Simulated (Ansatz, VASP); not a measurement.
# InSe in VASP and in Ansatz

INCAR

```
PREC = Accurate ; ENCUT = 520
EDIFF = 1E-7 ; ISMEAR = 0
SIGMA = 0.02 ; LREAL = F
LASPH = T ; NELM = 100
ALGO = Normal ; ISIF = 2
LWAVE = F ; LCHARG = F
LDIPOL = T ; IDIPOL = 3
DIPOL = 0.5 0.5 0.500 ; GGA = PE
IVDW = 12 ; NBANDS = 27
```

File KPOINTS:

```
regular mesh
0
Gamma
  9 9 1
```

The input POSCAR:

```
InSe
1.0
    3.8920000000      0.0000000000      0.0000000000
   -1.9460000000      3.3705708715      0.0000000000
    0.0000000000      0.0000000000     36.7199571806
Se In
2 2
Direct
    0.0000000000      0.0000000000      0.4218950696
    0.0000000000      0.0000000000      0.5780771689
    0.6666666667      0.3333333333      0.4594644305
    0.6666666667      0.3333333333      0.5405078700
```

Input for Ansatz:

```yaml
crystal:
  lattice:
    - [3.892, 0.0, 0.0]
    - [-1.946, 3.3705708715, 0.0]
    - [0.0, 0.0, 36.7199571806]
  atoms:
    - { symbol: Se, position: [0.0, 0.0, 0.4218950696] }
    - { symbol: In, position: [0.6666666667, 0.3333333333, 0.4594644305] }
    - { symbol: In, position: [0.6666666667, 0.3333333333, 0.54050787] }
    - { symbol: Se, position: [0.0, 0.0, 0.5780771689] }
  periodic: [true, true, false]
basis:
  ecutwfc: 420
kpoints:
  mp_grid: { grid: [9, 9, 1] }
hamiltonian:
  xc: pbe
  pseudopotentials: { kind: paw, azcp: { folder: soft_1 } }
  dispersion: d3bj
scf:
  occupations: { method: gaussian, width: 0.02 }
output:
  forces: true
  stress: true
  eigenvalues: true
```

Alike in both runs: task single point; functional PBE; dispersion D3(BJ); k mesh 9 × 9 × 1; occupations gaussian, width 0.02 eV; no spin polarisation.

|  | VASP | Ansatz |
| --- | --- | --- |
| version | VASP 6.6.1 | Ansatz 0.2.0 |
| potentials or method | VASP PAW PBE potentials, release 64 (Se, In_d), cutoff 520 eV | scalar-relativistic, plane waves, PAW |
| valence electrons in the cell | 38 | 58 |

```tsv
	VASP	Ansatz	Ansatz less VASP
gap on the k mesh at the Fermi level (eV)	1.89	1.90	+0.004
least direct gap on the mesh (eV)	1.89	1.90	+0.004
rms of the force components (eV/Å)	0.269	0.265	-0.0041
```

VASP's potentials hold 38 valence electrons a cell and Ansatz's 58, so a difference there can come from the potentials and not from the codes. Ansatz's warnings: structure snapped to symmetry.
